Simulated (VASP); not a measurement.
Br: single point with LDA

Crystal: Br.

```
Br
1.0
     2.98559    0.00000    0.00000
     0.00000    2.98559    0.00000
     0.00000    0.00000    2.98559
Br
1
Direct
  0.00000 0.00000 0.00000
```

* Program: VASP 6.6.1
* Task: single point
* Functional: LDA
* Potentials or basis: VASP PAW LDA potentials, release 64 (Br)
* Cutoff: 520 eV
* k mesh: 12 × 12 × 12, shifted
* Occupations: fermi-dirac, width 0.1 eV
* Spin: no spin polarisation

The pressure is 0.0 GPa.

Levels at points of the mesh, in eV from the Fermi level:
```csv
k point,band 1,band 2,band 3,band 4,band 5,band 6,band 7,band 8
"(0.04, 0.04, 0.04)",-16.33,-0.34,-0.29,-0.29,6.55,8.75,8.75,19.18
```

Run time: 4.6 s on 1 thread of Intel(R) Xeon(R) Platinum 8488C (Sapphire Rapids), with other jobs on the host, peak memory 0.12 GiB.

Caveat: an odd number of electrons without spin polarisation forces a metal; a magnetic or distorted state may lie lower.
